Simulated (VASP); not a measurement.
# Bi2TeSe2 (R-3m) in VASP: single point with PBEsol

Aim: the single point of Bi2TeSe2 with PBEsol.

All numbers are computed with VASP 6.6.1; they aren't measurements. Logs are shortened: lines on timing, memory, paths and dates and some standing lists are left out, and cuts for length are marked.

## (1) The cell of the first run

The structure is trigonal, space group R-3m (No. 166). The conventional cell has a = 4.189 Å, b = 4.189 Å, c = 28.639 Å, α = 90.00°, β = 90.00°, γ = 120.00°. Bi (site symmetry 3m) has 3 Se at 2.86 Å and 3 Te at 3.20 Å within 3.8 Å. Te (site symmetry -3m) has 6 Bi at 3.20 Å and 6 Te at 4.19 Å and 6 Se at 4.35 Å within 4.4 Å. Within 3.8 Å of Se (site symmetry 3m) lie 3 Bi at 2.86 Å and 3 Se at 3.34 Å.

## (2) Single point, PBEsol (29.02 Å³/atom)

File INCAR:

```
SYSTEM = Bi2TeSe2
ALGO = Normal ; EDIFF = 1E-6
ENCUT = 520 ; GGA = PS
ISIF = 2 ; ISMEAR = 0
LASPH = .True. ; LCHARG = .True.
LELF = .True. ; LREAL = .False.
LVHAR = .True. ; LWAVE = .False.
NBANDS = 32 ; NELM = 60
PREC = Accurate ; SIGMA = 0.02
```

File KPOINTS:

```
k-points
0
Gamma
  12 12 12
  0 0 0
```

File POSCAR:

```
Bi2TeSe2
1.0
    2.0945675207      1.2092991219      9.5462801630
   -2.0945675207      1.2092991219      9.5462801630
    0.0000000000     -2.4185982438      9.5462801630
Bi Te Se
2 1 2
Direct
    0.4064835255      0.4064835255      0.4064835255
    0.5935164745      0.5935164745      0.5935164745
    0.0000000000      0.0000000000      0.0000000000
    0.2069521936      0.2069521936      0.2069521936
    0.7930478064      0.7930478064      0.7930478064
```

Potentials or basis: VASP PAW PBE potentials, release 64 (Bi_d, Te, Se).

On the command line:

```console
> cat potpaw_PBE.64/Bi_d/POTCAR potpaw_PBE.64/Te/POTCAR potpaw_PBE.64/Se/POTCAR > POTCAR
> mpirun -np 1 vasp_std > vasp.out
```

OUTCAR:

```text
SYSTEM = Bi2TeSe2
   EDIFF = 1E-6
   ENCUT = 520
   GGA = PS
   ISIF = 2
   ISMEAR = 0
   LASPH = .True.
   LREAL = .False.
   NELM = 60
   PREC = Accurate

 ion  position               nearest neighbor table
   1  0.406  0.406  0.406-   5 2.86   5 2.86   5 2.86   3 3.20   3 3.20   3 3.20
   2  0.594  0.594  0.594-   4 2.86   4 2.86   4 2.86   3 3.20   3 3.20   3 3.20
   3  0.000  0.000  0.000-   2 3.20   1 3.20   2 3.20   2 3.20   1 3.20   1 3.20
   4  0.207  0.207  0.207-   2 2.86   2 2.86   2 2.86
   5  0.793  0.793  0.793-   1 2.86   1 2.86   1 2.86

  LATTYP: Found a trigonal (rhomboedric) cell.
 ALAT       =     9.8478973601
 COS(alpha) =     0.9095243528

  Lattice vectors:

 A1 = (   2.0945675207,   1.2092991219,   9.5462801630)
 A2 = (  -2.0945675207,   1.2092991219,   9.5462801630)
 A3 = (   0.0000000000,  -2.4185982438,   9.5462801630)

Analysis of symmetry for initial positions (statically):
=====================================================================
 Subroutine PRICEL returns:
 Original cell was already a primitive cell.

 Routine SETGRP: Setting up the symmetry group for a
 trigonal (rhombohedral) supercell.

 Subroutine GETGRP returns: Found 12 space group operations
 (whereof 12 operations were pure point group operations)
 out of a pool of 12 trial point group operations.

The static configuration has the point symmetry D_3d.

Analysis of symmetry for dynamics (positions and initial velocities):
=====================================================================
 Subroutine PRICEL returns:
 Original cell was already a primitive cell.

 Routine SETGRP: Setting up the symmetry group for a
 trigonal (rhombohedral) supercell.

 Subroutine GETGRP returns: Found 12 space group operations
 (whereof 12 operations were pure point group operations)
 out of a pool of 12 trial point group operations.

The dynamic configuration has the point symmetry D_3d.

 Subroutine INISYM returns: Found 12 space group operations
 (whereof 12 operations are pure point group operations),
 and found     1 'primitive' translations

----------------------------------------------------------------------------------------

                                     Primitive cell

  volume of cell :     145.0820

  direct lattice vectors                    reciprocal lattice vectors
     2.094567521  1.209299122  9.546280163     0.238712763  0.137820878  0.034917615
    -2.094567521  1.209299122  9.546280163    -0.238712763  0.137820878  0.034917615
     0.000000000 -2.418598244  9.546280163     0.000000000 -0.275641756  0.034917615

  length of vectors
     9.847897360  9.847897360  9.847897360     0.277844592  0.277844592  0.277844592

  position of ions in fractional coordinates (direct lattice)
     0.406483526  0.406483526  0.406483526
     0.593516474  0.593516474  0.593516474
     0.000000000  0.000000000  0.000000000
     0.206952194  0.206952194  0.206952194
     0.793047806  0.793047806  0.793047806

  ion indices of the primitive-cell ions
   primitive index   ion index
                 1           1
                 2           2
                 3           3
                 4           4
                 5           5

----------------------------------------------------------------------------------------

 KPOINTS: k-points

Automatic generation of k-mesh.
 Grid dimensions read from file:
 generate k-points for:   12   12   12

 Generating k-lattice:

  Cartesian coordinates                     Fractional coordinates (reciprocal lattice)
     0.019892730  0.011485073  0.002909801     0.083333333  0.000000000  0.000000000
    -0.019892730  0.011485073  0.002909801     0.000000000  0.083333333  0.000000000
     0.000000000 -0.022970146  0.002909801     0.000000000  0.000000000  0.083333333

  Length of vectors
     0.023153716  0.023153716  0.023153716

  Shift w.r.t. Gamma in fractional coordinates (k-lattice)
     0.000000000  0.000000000  0.000000000

 Subroutine IBZKPT returns following result:
 ===========================================

 Found    189 irreducible k-points:

 Following reciprocal coordinates:
            Coordinates               Weight
  0.000000  0.000000  0.000000      1.000000
  0.083333 -0.000000 -0.000000      6.000000
  0.166667 -0.000000  0.000000      6.000000
  0.250000 -0.000000  0.000000      6.000000
  0.333333 -0.000000  0.000000      6.000000
  0.416667 -0.000000  0.000000      6.000000
[... 16 lines left out ...]
  0.500000  0.166667 -0.000000     12.000000
 -0.416667  0.166667  0.000000     12.000000
 [... further k-points ...]
   k-points           NKPTS =    189   k-points in BZ     NKDIM =    189   number of bands    NBANDS=     32
   number of dos      NEDOS =    301   number of ions     NIONS =      5
   total plane-waves  NPLWV = 512000
   dimension x,y,z NGX =    80 NGY =   80 NGZ =   80
   dimension x,y,z NGXF=   160 NGYF=  160 NGZF=  160
   ions per type =               2   1   2
   NGX,Y,Z   is equivalent  to a cutoff of  13.51, 13.51, 13.51 a.u.
   NGXF,Y,Z  is equivalent  to a cutoff of  27.01, 27.01, 27.01 a.u.
 SYSTEM =  Bi2TeSe2
   PREC   = accura    normal or accurate (medium, high low for compatibility)
   ISTART =      0    job   : 0-new  1-cont  2-samecut
   ICHARG =      2    charge: 1-file 2-atom 10-const
   ISPIN  =      1    spin polarized calculation?
   LNONCOLLINEAR =      F non collinear calculations
   LSORBIT =      F    spin-orbit coupling
   LASPH  =      T    aspherical Exc in radial PAW
   ENCUT  =  520.0 eV  38.22 Ry    6.18 a.u.  18.31 18.31 18.31*2*pi/ulx,y,z
   NELM   =     60;   NELMIN=  2; NELMDL= -5     # of ELM steps
   EDIFF  = 0.1E-05   stopping-criterion for ELM
   LREAL  =      F    real-space projection
   EDIFFG = 0.1E-04   stopping-criterion for IOM
   NSW    =      0    number of steps for IOM
   IBRION =     -1    ionic relax: 0-MD 1-quasi-New 2-CG
   NFREE  =      0    steps in history (QN), initial steepest desc. (CG)
   ISIF   =      2    stress and relaxation
   ISYM   =      2    0-nonsym 1-usesym 2-fastsym
   POTIM  = 0.5000    time-step for ionic-motion
   TEBEG  =    0.0;   TEEND  =   0.0 temperature during run
   PSTRESS=    0.0 pullay stress
   NELECT =      48.0000    total number of electrons
   NUPDOWN=      -1.0000    fix difference up-down
   EMIN   =  10.00;   EMAX   =-10.00  energy-range for DOS
   EFERMI =   0.00;   METHOD = LEGACY
   ISMEAR =     0;   SIGMA  =   0.02  broadening in eV -4-tet -1-fermi 0-gaus
   EFERMI_NEDOS =   21; number of points for ismear=-14 and -15
   IALGO  =     38    algorithm
   IMIX   =      4    mixing-type and parameters
     AMIX     =   0.40;   BMIX     =  1.00
     AMIX_MAG =   1.60;   BMIX_MAG =  1.00
  volume/ion in A,a.u.               =      29.02       195.81
  Fermi-wavevector in a.u.,A,eV,Ry     =   1.132272  2.139684 17.443209  1.282040
  Thomas-Fermi vector in A             =   2.268973
   LORBIT       =      0    0 simple, 1 ext, 2 COOP (PROOUT), +10 PAW based schemes
   GGA     = PS    functional components
   LHFCALC =     F    Hartree Fock is set to
   AEXX    =    0.0000 exact exchange contribution
   IVDW    =     0    specifies the selected vdW correction
   LEPSILON=     F    determine dielectric tensor
   LRPA    =     F    only Hartree local field effects (RPA)
 non-spin polarized calculation
 Gauss-broadening in eV      SIGMA  =   0.02
  energy-cutoff  :      520.00
  volume of cell :      145.08
 maximum number of plane-waves:      3927
 NGX is ok and might be reduce to    80
   NGX = 37   NGY = 37   NGZ = 37

 number of electron      48.0000004 magnetization

 Free energy of the ion-electron system (eV)
  ---------------------------------------------------
  ext. energy  EPLUGINS =         0.00000000
  ---------------------------------------------------
  free energy    TOTEN  =       -21.31139087 eV

  energy without entropy =      -21.31139087  energy(sigma->0) =      -21.31139087

 E-fermi :   5.8190     XC(G=0):  -9.8112

 val. band max:        5.7253538750   @ k =   0.0000   0.0000   0.0000
 cond. band min:       6.1866539915   @ k =   0.0000   0.0000   0.0000
 fundamental gap:      0.4613001166
 Fermi energy:         5.8190332270

 k-point     1 :       0.0000    0.0000    0.0000
  band No.  band energies     occupation
      1     -17.3580      2.00000
      2     -17.3580      2.00000
      3     -17.3565      2.00000
      4     -17.3565      2.00000
      5     -17.3494      2.00000
      6     -17.3473      2.00000
[... 24 lines left out ...]
     31      10.6110      0.00000
     32      12.1552      0.00000

 k-point     2 :       0.0833   -0.0000   -0.0000
  band No.  band energies     occupation
      1     -17.3591      2.00000
      2     -17.3575      2.00000
      3     -17.3567      2.00000
      4     -17.3552      2.00000
      5     -17.3484      2.00000
      6     -17.3463      2.00000
[... 24 lines left out ...]
     31      10.6286      0.00000
     32      11.3551      0.00000

 k-point     3 :       0.1667   -0.0000    0.0000
  band No.  band energies     occupation
      1     -17.3624      2.00000
      2     -17.3605      2.00000
      3     -17.3536      2.00000
      4     -17.3520      2.00000
      5     -17.3459      2.00000
      6     -17.3440      2.00000
[... 24 lines left out ...]
     31      10.2036      0.00000
     32      11.2235      0.00000

 k-point     4 :       0.2500   -0.0000    0.0000
  band No.  band energies     occupation
      1     -17.3672      2.00000
      2     -17.3649      2.00000
      3     -17.3507      2.00000
      4     -17.3489      2.00000
      5     -17.3457      2.00000
      6     -17.3433      2.00000
[... 654 lines left out ...]
     31      10.3466      0.00000
     32      11.1409      0.00000

 k-point    23 :       0.5000    0.1667   -0.0000
  band No.  band energies     occupation
      1     -17.3719      2.00000
      2     -17.3695      2.00000
      3     -17.3529      2.00000
      4     -17.3499      2.00000
      5     -17.3452      2.00000
      6     -17.3432      2.00000
[... 24 lines left out ...]
     31      10.3487      0.00000
     32      11.0792      0.00000

 k-point    24 :      -0.4167    0.1667    0.0000
  band No.  band energies     occupation
      1     -17.3728      2.00000
      2     -17.3702      2.00000
      3     -17.3532      2.00000
      4     -17.3499      2.00000
      5     -17.3456      2.00000
      6     -17.3435      2.00000
[... 24 lines left out ...]
     31      10.1456      0.00000
     32      11.1262      0.00000

 [... further k-points ...]
[... 5 lines left out ...]
  --------------------------------------------------------------------------------------
  -------------------------------------------------------------------------------------
  Total        1.1113622      1.1113622      0.9788717      0.0000000      0.0000000      0.0000000
  in kB       12.2730548     12.2730548     10.8099290      0.0000000      0.0000000      0.0000000
  external PRESSURE =      11.7853462 kB  Pullay stress =       0.0000000 kB

 VOLUME and BASIS-vectors are now :
 -----------------------------------------------------------------------------
  energy-cutoff  :      520.00
  volume of cell :      145.08
      direct lattice vectors                 reciprocal lattice vectors
     2.094567521  1.209299122  9.546280163     0.238712763  0.137820878  0.034917615
    -2.094567521  1.209299122  9.546280163    -0.238712763  0.137820878  0.034917615
     0.000000000 -2.418598244  9.546280163     0.000000000 -0.275641756  0.034917615

 POSITION                                       TOTAL-FORCE (eV/Angst)
 -----------------------------------------------------------------------------------
      0.00000      0.00000     11.64122         0.000000      0.000000     -0.016469
      0.00000      0.00000     16.99762         0.000000      0.000000      0.016469
      0.00000      0.00000      0.00000         0.000000      0.000000     -0.000000
      0.00000      0.00000      5.92687         0.000000      0.000000     -0.016359
      0.00000      0.00000     22.71197         0.000000     -0.000000      0.016359
 -----------------------------------------------------------------------------------
    total drift:                               -0.000000      0.000000     -0.000000

  FREE ENERGIE OF THE ION-ELECTRON SYSTEM (eV)
  ---------------------------------------------------
  free  energy   TOTEN  =       -21.3113908685 eV

  energy  without entropy=      -21.3113908685  energy(sigma->0) =      -21.31139087
```

It took 89 min on 1 thread of Oxide Virtual Turin-like, shared host; peak memory 1.4 GiB.

Results:

* Free energy: -21.3114 eV
* Pressure: 1.2 GPa
* Largest force: 0.016 eV/Å
* Band gap on the k mesh: 0.46 eV

Forces on the atoms (eV/Å):
```
Bi   0.000  0.000 -0.016
Bi   0.000  0.000  0.016
Te   0.000  0.000  0.000
Se   0.000  0.000 -0.016
Se   0.000  0.000  0.016
```

Caveat: the PAW data sets were made with another functional, which shifts forces and pressure a little; spin-orbit coupling is left out, which moves the levels of the heavy elements.
